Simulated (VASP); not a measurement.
# W (Fm-3m) in VASP: phonons with PBEsol+D3(BJ)

Aim: the phonons of W with PBEsol+D3(BJ).

Everything below comes from runs of VASP 6.6.1. Logs are shortened: lines on timing, memory, paths and dates and some standing lists are left out, and cuts for length are marked.

## Step 1: The cell of the first run

Symmetry: Fm-3m, No. 225, cubic system. Conventional cell: a = 4.060 Å, b = 4.060 Å, c = 4.060 Å, α = 90.00°, β = 90.00°, γ = 90.00°. Within 3.8 Å of W (site symmetry m-3m) lie 12 W at 2.87 Å.

This isn't the form of W at room conditions, which is bcc.

## Step 2: Phonons, PBEsol+D3(BJ)

The input, INCAR:

```
PREC = Accurate
ENCUT = 520
EDIFF = 1E-8
ISMEAR = 1
SIGMA = 0.15
LREAL = False
LASPH = True
NELM = 100
ALGO = Normal
ISIF = 2
LWAVE = False
LCHARG = True
GGA = PS
IVDW = 12
IBRION = 6
NFREE = 2
POTIM = 0.015
NSW = 1
```

The input, KPOINTS:

```
regular mesh
0
Gamma
  14 14 14
```

The input, POSCAR:

```
W
1.0
    0.0000000000      2.0300000000      2.0300000000
    2.0300000000      0.0000000000      2.0300000000
    2.0300000000      2.0300000000      0.0000000000
W
1
Direct
    0.0000000000      0.0000000000      0.0000000000
```

Potentials or basis: VASP PAW PBE potentials, release 64 (W_sv).

Run with:

```bash
cat potpaw_PBE.64/W_sv/POTCAR > POTCAR
mpirun -np 1 vasp_std > vasp.out
```

OUTCAR:

```text
PREC = Accurate
   ENCUT = 520
   EDIFF = 1E-8
   ISMEAR = 1
   LREAL = False
   LASPH = True
   NELM = 100
   ISIF = 2
   GGA = PS
   IVDW = 12
   IBRION = 6
   NFREE = 2
   POTIM = 0.015
   NSW = 1
 IVDW          = 12

 ion  position               nearest neighbor table
   1  0.000  0.000  0.000-

  LATTYP: Found a face centered cubic cell.
 ALAT       =     4.0600000000

  Lattice vectors:

 A1 = (   0.0000000000,   2.0300000000,   2.0300000000)
 A2 = (   2.0300000000,   0.0000000000,   2.0300000000)
 A3 = (   2.0300000000,   2.0300000000,   0.0000000000)

Analysis of symmetry for initial positions (statically):
=====================================================================
 Subroutine PRICEL returns:
 Original cell was already a primitive cell.

 Routine SETGRP: Setting up the symmetry group for a
 face centered cubic supercell.

 Subroutine GETGRP returns: Found 48 space group operations
 (whereof 48 operations were pure point group operations)
 out of a pool of 48 trial point group operations.

The static configuration has the point symmetry O_h .

Analysis of symmetry for dynamics (positions and initial velocities):
=====================================================================
 Subroutine PRICEL returns:
 Original cell was already a primitive cell.

 Routine SETGRP: Setting up the symmetry group for a
 face centered cubic supercell.

 Subroutine GETGRP returns: Found 48 space group operations
 (whereof 48 operations were pure point group operations)
 out of a pool of 48 trial point group operations.

The dynamic configuration has the point symmetry O_h .

 Subroutine INISYM returns: Found 48 space group operations
 (whereof 48 operations are pure point group operations),
 and found     1 'primitive' translations

----------------------------------------------------------------------------------------

                                     Primitive cell

  volume of cell :      16.7309

  direct lattice vectors                    reciprocal lattice vectors
     0.000000000  2.030000000  2.030000000    -0.246305419  0.246305419  0.246305419
     2.030000000  0.000000000  2.030000000     0.246305419 -0.246305419  0.246305419
     2.030000000  2.030000000  0.000000000     0.246305419  0.246305419 -0.246305419

  length of vectors
     2.870853532  2.870853532  2.870853532     0.426613499  0.426613499  0.426613499

  position of ions in fractional coordinates (direct lattice)
     0.000000000  0.000000000  0.000000000

  ion indices of the primitive-cell ions
   primitive index   ion index
                 1           1

----------------------------------------------------------------------------------------

 KPOINTS: regular mesh

Automatic generation of k-mesh.
 Grid dimensions read from file:
 generate k-points for:   14   14   14

 Generating k-lattice:

  Cartesian coordinates                     Fractional coordinates (reciprocal lattice)
    -0.017593244  0.017593244  0.017593244     0.071428571  0.000000000  0.000000000
     0.017593244 -0.017593244  0.017593244     0.000000000  0.071428571  0.000000000
     0.017593244  0.017593244 -0.017593244     0.000000000  0.000000000  0.071428571

  Length of vectors
     0.030472393  0.030472393  0.030472393

  Shift w.r.t. Gamma in fractional coordinates (k-lattice)
     0.000000000  0.000000000  0.000000000

 Subroutine IBZKPT returns following result:
 ===========================================

 Found    104 irreducible k-points:

 Following reciprocal coordinates:
            Coordinates               Weight
  0.000000  0.000000  0.000000      1.000000
  0.071429  0.000000  0.000000      8.000000
  0.142857  0.000000  0.000000      8.000000
  0.214286  0.000000  0.000000      8.000000
  0.285714  0.000000  0.000000      8.000000
  0.357143  0.000000  0.000000      8.000000
[... 16 lines left out ...]
  0.214286  0.142857  0.000000     24.000000
  0.285714  0.142857  0.000000     24.000000
 [... further k-points ...]
   k-points           NKPTS =    104   k-points in BZ     NKDIM =    104   number of bands    NBANDS=     11
   number of dos      NEDOS =    301   number of ions     NIONS =      1
   total plane-waves  NPLWV =  13824
   dimension x,y,z NGX =    24 NGY =   24 NGZ =   24
   dimension x,y,z NGXF=    48 NGYF=   48 NGZF=   48
   ions per type =               1
   NGX,Y,Z   is equivalent  to a cutoff of  13.90, 13.90, 13.90 a.u.
   NGXF,Y,Z  is equivalent  to a cutoff of  27.80, 27.80, 27.80 a.u.
 SYSTEM =  unknown system
   PREC   = accura    normal or accurate (medium, high low for compatibility)
   ISTART =      0    job   : 0-new  1-cont  2-samecut
   ICHARG =      2    charge: 1-file 2-atom 10-const
   ISPIN  =      1    spin polarized calculation?
   LNONCOLLINEAR =      F non collinear calculations
   LSORBIT =      F    spin-orbit coupling
   LASPH  =      T    aspherical Exc in radial PAW
   ENCUT  =  520.0 eV  38.22 Ry    6.18 a.u.   5.34  5.34  5.34*2*pi/ulx,y,z
   NELM   =    100;   NELMIN=  2; NELMDL= -5     # of ELM steps
   EDIFF  = 0.1E-07   stopping-criterion for ELM
   LREAL  =      F    real-space projection
   EDIFFG = 0.1E-06   stopping-criterion for IOM
   NSW    =     49    number of steps for IOM
   IBRION =      6    ionic relax: 0-MD 1-quasi-New 2-CG
   NFREE  =      2    steps in history (QN), initial steepest desc. (CG)
   ISIF   =      2    stress and relaxation
   ISYM   =      2    0-nonsym 1-usesym 2-fastsym
   POTIM  = 0.0150    time-step for ionic-motion
   TEBEG  =    0.0;   TEEND  =   0.0 temperature during run
   PSTRESS=    0.0 pullay stress
   NELECT =      14.0000    total number of electrons
   NUPDOWN=      -1.0000    fix difference up-down
   EMIN   =  10.00;   EMAX   =-10.00  energy-range for DOS
   EFERMI =   0.00;   METHOD = LEGACY
   ISMEAR =     1;   SIGMA  =   0.15  broadening in eV -4-tet -1-fermi 0-gaus
   EFERMI_NEDOS =   21; number of points for ismear=-14 and -15
   IALGO  =     38    algorithm
   IMIX   =      4    mixing-type and parameters
     AMIX     =   0.40;   BMIX     =  1.00
     AMIX_MAG =   1.60;   BMIX_MAG =  1.00
  volume/ion in A,a.u.               =      16.73       112.91
  Fermi-wavevector in a.u.,A,eV,Ry     =   1.542688  2.915258 32.380324  2.379887
  Thomas-Fermi vector in A             =   2.648457
   LORBIT       =      0    0 simple, 1 ext, 2 COOP (PROOUT), +10 PAW based schemes
   GGA     = PS    functional components
   LHFCALC =     F    Hartree Fock is set to
   AEXX    =    0.0000 exact exchange contribution
   IVDW    =    12    specifies the selected vdW correction
   LEPSILON=     F    determine dielectric tensor
   LRPA    =     F    only Hartree local field effects (RPA)
 finite differences with symmetry
 non-spin polarized calculation
 Methfessel and Paxton  Order N= 1 SIGMA  =   0.15
  energy-cutoff  :      520.00
  volume of cell :       16.73
 maximum number of plane-waves:       464
 NGX is ok and might be reduce to    24
   NGX = 11   NGY = 11   NGZ = 11

--------------------------------------- Ionic step        1  -------------------------------------------

 number of electron      14.0000002 magnetization

 Free energy of the ion-electron system (eV)
  ---------------------------------------------------
  ext. energy  EPLUGINS =         0.00000000
  ---------------------------------------------------
  free energy    TOTEN  =       -13.28221248 eV

  energy without entropy =      -13.28260060  energy(sigma->0) =      -13.28234185

------------------------ aborting loop because EDIFF is reached ----------------------------------------

 Edisp (eV)   -0.70431

 E8    (eV) :    -0.5164
[... 69 lines left out ...]
--------------------------------------- Ionic step        3  -------------------------------------------

 number of electron      14.0000001 magnetization

 Free energy of the ion-electron system (eV)
  ---------------------------------------------------
  ext. energy  EPLUGINS =         0.00000000
  ---------------------------------------------------
  free energy    TOTEN  =       -13.28221210 eV

  energy without entropy =      -13.28260022  energy(sigma->0) =      -13.28234147

 E-fermi :  10.0287     XC(G=0): -13.4491

 val. band max:       10.0262452628   @ k =   0.5000   0.1429   0.0000
 cond. band min:      10.0322700694   @ k =   0.2143   0.0714   0.0000
 fundamental gap:      0.0060248066
 Fermi energy:        10.0287061970

 k-point     1 :       0.0000    0.0000    0.0000
  band No.  band energies     occupation
      1     -63.6154      2.00000
      2     -27.2647      2.00000
      3     -27.2647      2.00000
      4     -27.2647      2.00000
      5       1.1519      2.00000
      6       9.5170      2.00002
      7       9.5170      2.00002
      8       9.5170      2.00002
      9      12.5471     -0.00000
     10      12.5471     -0.00000
     11      22.8593      0.00000
[... 309 lines left out ...]
 k-point    24 :       0.2857    0.1429    0.0000
  band No.  band energies     occupation
      1     -63.5575      2.00000
      2     -27.8132      2.00000
      3     -27.4135      2.00000
      4     -27.4024      2.00000
      5       3.8372      2.00000
      6       7.8266      2.00000
      7       9.7070      2.00975
      8      10.6489     -0.00000
      9      11.9857     -0.00000
     10      13.5781      0.00000
     11      24.5484      0.00000

 [... further k-points ...]

------------------------ aborting loop because EDIFF is reached ----------------------------------------

 Edisp (eV)   -0.70431

 E8    (eV) :    -0.5164
[... 24 lines left out ...]
  FREE ENERGIE OF THE ION-ELECTRON SYSTEM (eV)
  ---------------------------------------------------
  free  energy   TOTEN  =       -13.9865183557 eV

  energy  without entropy=      -13.9869064793  energy(sigma->0) =      -13.98664773

 INTERNAL STRAIN TENSORS FROM DISPLACED ATOMS
 ============================================

 INTERNAL STRAIN TENSOR FOR ION    1 for displacements in x,y,z  (eV/Angst):
          X           Y           Z          XY          YZ          ZX
  --------------------------------------------------------------------------------
  x     0.00000     0.00000     0.00000     0.00000     0.00000     0.00000
  y     0.00000     0.00000     0.00000     0.00000     0.00000     0.00000
  z     0.00000     0.00000     0.00000     0.00000     0.00000     0.00000

 Eigenvectors and eigenvalues of the dynamical matrix
 ----------------------------------------------------

   1 f/i=    0.000000 THz     0.000000 2PiTHz    0.000000 cm-1     0.000000 meV
             X         Y         Z           dx          dy          dz
      0.000000  0.000000  0.000000     1.000000    0.000000    0.000000

   2 f/i=    0.000000 THz     0.000000 2PiTHz    0.000000 cm-1     0.000000 meV
             X         Y         Z           dx          dy          dz
      0.000000  0.000000  0.000000     0.000000    1.000000    0.000000

   3 f/i=    0.000000 THz     0.000000 2PiTHz    0.000000 cm-1     0.000000 meV
             X         Y         Z           dx          dy          dz
      0.000000  0.000000  0.000000     0.000000    0.000000    1.000000

 ELASTIC MODULI CONTR FROM IONIC RELAXATION (kBar)
 Direction    XX          YY          ZZ          XY          YZ          ZX
 --------------------------------------------------------------------------------
 XX           0.0000      0.0000      0.0000      0.0000      0.0000      0.0000
 YY           0.0000      0.0000      0.0000      0.0000      0.0000      0.0000
 ZZ           0.0000      0.0000      0.0000      0.0000      0.0000      0.0000
 XY           0.0000      0.0000      0.0000      0.0000      0.0000      0.0000
 YZ           0.0000      0.0000      0.0000      0.0000      0.0000      0.0000
 ZX           0.0000      0.0000      0.0000      0.0000      0.0000      0.0000
 --------------------------------------------------------------------------------
```

Run time: 37 s. Hardware: 1 thread of Intel Xeon 8259CL, shared host; peak memory 0.17 GiB.

What came out:

| Property | Result |
| --- | --- |
| Dispersion energy per atom | -0.704 eV |

Caveat: the cell stands under pressure or tension, which shifts response properties; spin-orbit coupling is left out, which moves the levels of the heavy elements.
